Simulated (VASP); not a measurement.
A run of VASP 6.6.1 is set up as follows.

File INCAR:

```
ALGO     = Normal         # electronic algorithm
EDIFF    = 1E-6           # SCF threshold, eV
ENCUT    = 520            # plane-wave cutoff, eV
GGA      = CA             # functional
ISIF     = 2              # what is computed and relaxed
ISMEAR   = -1             # smearing method
ISPIN    = 2              # spin polarisation
LASPH    = T              # aspherical terms in the spheres
LCHARG   = F              # write CHGCAR
LMAXMIX  = 4              # l up to which the mixer works
LORBIT   = 11             # projections on sites
LREAL    = F              # projectors in reciprocal space
LWAVE    = F              # write WAVECAR
MAGMOM   = 0 0.2          # initial moments
NBANDS   = 17             # bands
NELM     = 150            # most SCF steps
NUPDOWN  = 0.2            # fixed moment
PREC     = Accurate       # precision mode
SIGMA    = 0.03           # smearing width, eV
```

KPOINTS

```
k-points
0
Gamma
  11 11 11
```

File POSCAR:

```
AlIr
1.0
    2.9945548500      0.0000000000      0.0000000000
    0.0000000000      2.9945548500      0.0000000000
    0.0000000000      0.0000000000      2.9945548500
Al Ir
1 1
Direct
    0.0000000000      0.0000000000      0.0000000000
    0.5000000000      0.5000000000      0.5000000000
```

Potentials or basis: VASP PAW LDA potentials, release 64 (Al, Ir).

The run is started by

```bash
$ cat potpaw_LDA.64/Al/POTCAR potpaw_LDA.64/Ir/POTCAR > POTCAR
$ mpirun -np 1 vasp_std > vasp.out
```

Question: Predict the pressure.

Answer: -4.4 GPa.

Caveat: the cell stands under tension; the total moment is fixed, so each spin has its own Fermi level.
